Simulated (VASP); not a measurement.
Set up this calculation in VASP 6.6.1, as the native input.

* Task: single point
* Functional: LDA
* Potentials or basis: VASP PAW LDA potentials, release 64 (Na_pv, H)
* Cutoff: 520 eV
* k mesh: 6 × 6 × 6
* Occupations: gaussian, width 0.02 eV
* Spin: no spin polarisation
* Dipole correction: no
* Further INCAR settings: ALGO = Normal; EDIFF = 1e-07; NBANDS = 20

The structure of NaH3 lies in POSCAR:

```
NaH3
1.0
    6.0879264990     -2.2938453004      1.5764465589
    6.0879264990      2.2938453004      1.5764465589
   -2.5723296043      0.0000000000      3.7668282981
Na H
2 6
Direct
    0.4369250416     -0.0628367964     -0.0543204353
   -0.0628367964      0.4369250416      0.4456795647
    0.7198664582      0.1521497247      0.2691849888
   -0.0623190987      0.4369664885     -0.0534815374
    1.2228270389      0.6564211433      0.6222357140
    0.1521497247      0.7198664582      0.7691849888
    0.6564211433      1.2228270389      1.1222357140
    0.4369664885     -0.0623190987      0.4465184626
```

These files were run (other wordings do the same):

INCAR

```
SYSTEM = NaH3
ALGO = Normal
EDIFF = 1E-7
ENCUT = 520
GGA = CA
ISIF = 2
ISMEAR = 0
LASPH = .True.
LCHARG = .False.
LREAL = .False.
LWAVE = .False.
NBANDS = 20
NELM = 60
PREC = Accurate
SIGMA = 0.02
```

KPOINTS

```
k-points
0
Gamma
  6 6 6
  0 0 0
```

Potentials or basis: VASP PAW LDA potentials, release 64 (Na_pv, H).

Launch:

```sh
$ cat potpaw_LDA.64/Na_pv/POTCAR potpaw_LDA.64/H/POTCAR > POTCAR
$ mpirun -np 1 vasp_std > vasp.out
```

It gave:

```yaml
Pressure: -0.9 GPa
Largest_force: 0.674 eV/Å
Band_gap_on_the_k_mesh: 2.67 eV (least direct gap 2.72 eV)
```

Wall time 3.8 min on 1 thread of Intel(R) Xeon(R) Platinum 8259CL CPU @ 2.50GHz (Skylake/Cascade Lake), on a shared host, peak memory 0.3 GiB.
